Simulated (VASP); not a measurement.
Set up this calculation in VASP 6.6.1, as the native input.

- Task: single point
- Functional: PBE
- Potentials or basis: VASP PAW PBE potentials, release 64 (Na_pv, Zr_sv)
- Cutoff: 500 eV
- k mesh: 4 × 4 × 4
- Occupations: gaussian, width 0.1 eV
- Spin: no spin polarisation
- Dipole correction: no
- Further INCAR settings: ALGO = Normal; EDIFF = 1e-06; NBANDS = 30

The structure of NaZr3 lies in POSCAR:

```
NaZr3
1.0
    4.0791756713      0.0000000000      0.0000000000
    0.0000000000      4.0791756713      0.0000000000
    0.0000000000      0.0000000000      4.0791756713
Na Zr
1 3
Direct
    0.0000000000      0.0000000000      0.0000000000
    0.0000000000      0.5000000000      0.5000000000
    0.5000000000      0.0000000000      0.5000000000
    0.5000000000      0.5000000000      0.0000000000
```

These files were run (other wordings do the same):

INCAR

```
PREC     = Accurate       # precision mode
ENCUT    = 500            # plane-wave cutoff, eV
EDIFF    = 1E-6           # SCF threshold, eV
ISMEAR   = 0              # smearing method
SIGMA    = 0.1            # smearing width, eV
LREAL    = F              # projectors in reciprocal space
LASPH    = T              # aspherical terms in the spheres
NELM     = 120            # most SCF steps
ALGO     = Normal         # electronic algorithm
ISIF     = 2              # what is computed and relaxed
LWAVE    = F              # write WAVECAR
LCHARG   = T              # write CHGCAR
GGA      = PE             # functional
LELF     = T              # ELF
LVHAR    = T            
NBANDS   = 30             # bands
GGA_COMPAT= F
```

KPOINTS

```
regular mesh
0
Gamma
  4 4 4
```

Potentials or basis: VASP PAW PBE potentials, release 64 (Na_pv, Zr_sv).

Command:

```console
$ cat potpaw_PBE.64/Na_pv/POTCAR potpaw_PBE.64/Zr_sv/POTCAR > POTCAR
$ mpirun -np 1 vasp_std > vasp.out
```

Results of the run:

```yaml
Pressure: 36.6 GPa
Band_gap_on_the_k_mesh: zero (an odd number of electrons rules out a gap without spin polarisation)
```

Caveat: the k points lie up to 0.39 Å⁻¹ apart, too coarse for converged energies and pressures of a metal.

Wall time 39 s on 1 thread of Intel Xeon 8259CL, on a shared host, peak memory 0.17 GiB.
